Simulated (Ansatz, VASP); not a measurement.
One calculation of AlTl2InB4Sb4P4, two programs

```
B Al P In Sb Tl
1.0
    -7.11070    4.60540   -0.84515
    -6.89305   -0.58391    4.09074
     1.41242    5.00680    4.80665
B Al P In Sb Tl
4 1 4 1 4 2
Direct
  0.94326 0.01599 0.01015
  0.51531 0.46178 0.00812
  0.60324 0.11726 0.24273
  0.53501 0.48111 0.45003
  0.99079 0.01591 0.46366
  0.88544 0.90367 0.25121
  0.80732 0.37168 0.32937
  0.41986 0.41506 0.27406
  0.80253 0.32608 0.01943
  0.04787 0.50035 0.18306
  0.37457 0.83517 0.51467
  0.84802 0.92523 0.78225
  0.29710 0.83056 0.93608
  0.47455 0.34690 0.74327
  0.43690 0.03302 0.08977
  0.02779 0.42564 0.70272
```

Alike in both runs: functional PBE; k mesh 3 × 3 × 3; occupations gaussian, width 0.1 eV; no spin polarisation.

Ansatz relaxed the structure, and its values are those at the end. VASP's run is a single point on that final structure, the one shown.

|  | VASP | Ansatz |
| --- | --- | --- |
| version | VASP 6.6.1 | Ansatz 0.2.0 |
| potentials or method | VASP PAW PBE potentials, release 64 (B, Al, P, In_d, Sb, Tl_d), cutoff 520 eV | scalar-relativistic, plane waves, PAW |
| valence electrons in the cell | 94 | 134 |

|  | VASP | Ansatz | Ansatz less VASP |
| --- | --- | --- | --- |
| gap on the k mesh at the Fermi level (eV) | 0.06 | 0.07 | +0.003 |
| least direct gap on the mesh (eV) | 0.21 | 0.22 | +0.002 |
| pressure (GPa) | 0.1 | 0.1 | 0.00 |
| rms of the force components (eV/Å) | 0.023 | 0.017 | -0.0058 |

VASP's potentials hold 94 valence electrons a cell and Ansatz's 134, so a difference there can come from the potentials and not from the codes.

Neither program's run includes spin-orbit coupling.
